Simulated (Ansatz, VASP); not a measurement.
Two plane-wave programs on Na2Pd

```
Na Pd
1.0
     3.13084    0.00000    0.00000
    -1.56542    2.71139    0.00000
     0.00000    0.00000    7.96545
Na Pd
2 1
Direct
  0.33333 0.66667 0.28639
  0.66667 0.33333 0.71361
  0.00000 0.00000 0.00000
```

Change from the starting cell: relaxed end of: species swapped into the Ta2C type (P-3m1, No. 164).

Alike in both runs: functional PBE; k mesh 18 × 18 × 6; occupations gaussian, width 0.1 eV; no spin polarisation.

Ansatz relaxed the structure, and its values are those at the end. VASP's run is a single point on that final structure, the one shown.

|  | VASP | Ansatz |
| --- | --- | --- |
| version | VASP 6.6.1 | Ansatz 0.2.0 |
| potentials or method | VASP PAW PBE potentials, release 64 (Na_pv, Pd), cutoff 520 eV | scalar-relativistic, plane waves, PAW |
| valence electrons in the cell | 24 | 36 |

```csv
,VASP,Ansatz,Ansatz less VASP
gap on the k mesh at the Fermi level (eV),none,none,-
pressure (GPa),0.0,0.0,-0.02
rms of the force components (eV/Å),0.004,0.001,-0.0023
```

A gap of «none» marks a metal or a gap that the smearing closes. With one functional, cell and mesh, what is left measures potentials, basis and numerics. VASP's potentials hold 24 valence electrons a cell and Ansatz's 36, so a difference there can come from the potentials and not from the codes.
